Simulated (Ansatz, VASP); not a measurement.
BN in VASP and in Ansatz

Contents of POSCAR:

```
BN
1.0
    2.5509449512     -0.0005055787      0.0000000000
   -1.2758995881      2.1567332257      0.0000000000
    0.0000000000      0.0000000000      6.8816747123
B N
2 2
Direct
    0.3371757428      0.6745620248      0.2500000000
    0.6628242572      0.3254379752      0.7500000000
    0.3280276316      0.6557702055      0.7500000000
    0.6719723684      0.3442297945      0.2500000000
```

File INCAR.step1:

```
SYSTEM = BN
ALGO = Normal
EDIFF = 1E-4
ENCUT = 520
GGA = PE
ISMEAR = 0
LASPH = .True.
LCHARG = .False.
LREAL = .False.
LWAVE = .True.
NBANDS = 16
NELM = 100
PREC = Accurate
SIGMA = 0.02
```

INCAR.step2

```
SYSTEM = BN
ALGO = Normal
EDIFF = 1E-6
ENCUT = 520
ISIF = 2
ISMEAR = 0
ISTART = 1
LASPH = .True.
LCHARG = .False.
LMIXTAU = .True.
LREAL = .False.
LWAVE = .False.
METAGGA = R2SCAN
NBANDS = 16
NELM = 100
PREC = Accurate
SIGMA = 0.02
```

The input KPOINTS:

```
k-points
0
Gamma
  12 12 4
  0 0 0
```

Input for Ansatz:

```yaml
crystal:
  lattice:
    - [2.5509449512, -0.0005055787, 0.0]
    - [-1.2758995881, 2.1567332257, 0.0]
    - [0.0, 0.0, 6.8816747123]
  atoms:
    - { symbol: B, position: [0.3371757428, 0.6745620248, 0.25] }
    - { symbol: B, position: [0.6628242572, 0.3254379752, 0.75] }
    - { symbol: "N", position: [0.3280276316, 0.6557702055, 0.75] }
    - { symbol: "N", position: [0.6719723684, 0.3442297945, 0.25] }
basis:
  ecutwfc: 500
kpoints:
  mp_grid: { grid: [12, 12, 4] }
  band_path: { path: [VBM, CBM], npoints: 2 }
hamiltonian:
  xc: r2scan
scf:
  occupations: { method: gaussian, width: 0.02 }
output:
  forces: true
  stress: true
  eigenvalues: true
checkpoint:
  read: start.run
  write: ck
  compress: false
  write_wavefunctions: false
  write_every: 100000
```

Alike in both runs: task single point; functional r2SCAN; k mesh 12 × 12 × 4; occupations gaussian, width 0.02 eV; no spin polarisation.

|  | VASP | Ansatz |
| --- | --- | --- |
| version | VASP 6.6.1 | Ansatz 0.2.0 |
| potentials or method | VASP PAW PBE potentials, release 64 (B, N), cutoff 520 eV | scalar-relativistic, plane waves, PAW |
| valence electrons in the cell | 16 | 16 |

Ansatz gave:

| Item | Value |
| --- | --- |
| gap on the k mesh at the Fermi level (eV) | 4.80 |
| least direct gap on the mesh (eV) | 5.24 |
| pressure (GPa) | -5.3 |
| traceless stress, the component that is largest in VASP (GPa) | -10.71 |

Q: What did VASP give for the same quantities?

A: gap on the k mesh at the Fermi level (eV): 4.84; least direct gap on the mesh (eV): 5.29; pressure (GPa): -5.0; traceless stress, the component that is largest in VASP (GPa): -10.39.

VASP's potentials were made for PBE, not for r2SCAN.
